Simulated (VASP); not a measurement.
Input of a VASP 6.6.1 run:

File INCAR:

```
SYSTEM = TiPt3
PREC     = Accurate       ! precision mode
ENCUT    = 520            ! plane-wave cutoff, eV
EDIFF    = 1E-7           ! SCF threshold, eV
ISMEAR   = -1             ! smearing method
SIGMA    = 0.05           ! smearing width, eV
LREAL    = .FALSE.        ! projectors in reciprocal space
LASPH    = .TRUE.         ! aspherical terms in the spheres
NELM     = 80             ! most SCF steps
ALGO     = Normal         ! electronic algorithm
ISIF     = 2              ! what is computed and relaxed
LWAVE    = .FALSE.        ! write WAVECAR
LCHARG   = .FALSE.        ! write CHGCAR
GGA      = PS             ! functional
NBANDS   = 29             ! bands
```

KPOINTS

```
regular mesh
0
G
  5 5 5
  0 0 0
```

File POSCAR:

```
TiPt3
1.0
    3.8970000000      0.0000000000      0.0000000000
    0.0000000000      3.8970000000      0.0000000000
    0.0000000000      0.0000000000      3.8970000000
Pt Ti
3 1
Direct
    0.5000000000      0.5000000000      0.0000000000
    0.5000000000      0.0000000000      0.5000000000
    0.0000000000      0.5000000000      0.5000000000
    0.0000000000      0.0000000000      0.0000000000
```

Potentials or basis: VASP PAW PBE potentials, release 64 (Pt, Ti_sv).

Launch:

```sh
$ cat potpaw_PBE.64/Pt/POTCAR potpaw_PBE.64/Ti_sv/POTCAR > POTCAR
$ mpirun -np 1 vasp_std > vasp.out
```

(1) Estimate the band gap on the k mesh.

(2) What does it give for the pressure?

Answers

(1) zero (band 21 reaches 13.12 eV, above the bottom of band 22 at 11.68 eV).

(2) 0.1 GPa.

Caveat: the PAW data sets were made with another functional, which shifts forces and pressure a little; spin-orbit coupling is left out, which moves the levels of the heavy elements.
